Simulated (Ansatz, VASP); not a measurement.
**Ir in VASP and in Ansatz**

File INCAR:

```
SYSTEM = Ir
  PREC = Accurate
  ENCUT = 520
  EDIFF = 1E-6
  ISMEAR = -1
  SIGMA = 0.05
  LREAL = .FALSE.
  LASPH = .TRUE.
  NELM = 100
  ALGO = Fast
  ISIF = 2
  LWAVE = .FALSE.
  LCHARG = .FALSE.
  GGA = PS
  NBANDS = 16
```

The input KPOINTS:

```
Automatic mesh
0
G
  11 11 6
  0 0 0
```

The input POSCAR:

```
Ir
1.0
    2.7329117147      0.0000000000      0.0000000000
   -1.3664558574      2.3667709712      0.0000000000
    0.0000000000      0.0000000000      4.4323408426
Ir
2
Direct
    0.3333333333      0.6666666667      0.2500000000
    0.6666666667      0.3333333333      0.7500000000
```

input.yaml

```yaml
crystal:
  lattice:
    - [2.7329117147, 0.0, 0.0]
    - [-1.3664558574, 2.3667709712, 0.0]
    - [0.0, 0.0, 4.4323408426]
  atoms:
    - { symbol: Ir, position: [0.3333333333, 0.6666666667, 0.25] }
    - { symbol: Ir, position: [0.6666666667, 0.3333333333, 0.75] }
kpoints:
  mp_grid: { grid: [11, 11, 6] }
scf:
  occupations: { method: fermi_dirac, width: 0.05 }
hamiltonian:
  xc: pbesol
  pseudopotentials: { kind: all_electron, lapw: { basis_error: 0.0005 } }
output:
  forces: true
  stress: true
  eigenvalues: true
```

Change from the starting cell: volume scaled by 0.98.

Alike in both runs: task single point; functional PBEsol; k mesh 11 × 11 × 6; occupations fermi-dirac, width 0.05 eV; no spin polarisation.

|  | VASP | Ansatz |
| --- | --- | --- |
| version | VASP 6.6.1 | Ansatz 0.2.0 |
| potentials or method | VASP PAW PBE potentials, release 64 (Ir), cutoff 520 eV | all-electron LAPW, scalar-relativistic |

|  | VASP | Ansatz | Ansatz less VASP |
| --- | --- | --- | --- |
| gap on the k mesh at the Fermi level (eV) | none | none | - |
| pressure (GPa) | -4.7 | -5.6 | -0.88 |
| traceless stress, the component that is largest in VASP (GPa) | -0.20 | -0.25 | -0.054 |

VASP's potentials were made for PBE, not for PBEsol. A gap of «none» marks a metal or a gap that the smearing closes. Ansatz ran all-electron here, and VASP with PAW potentials.

Spin-orbit coupling is off throughout.
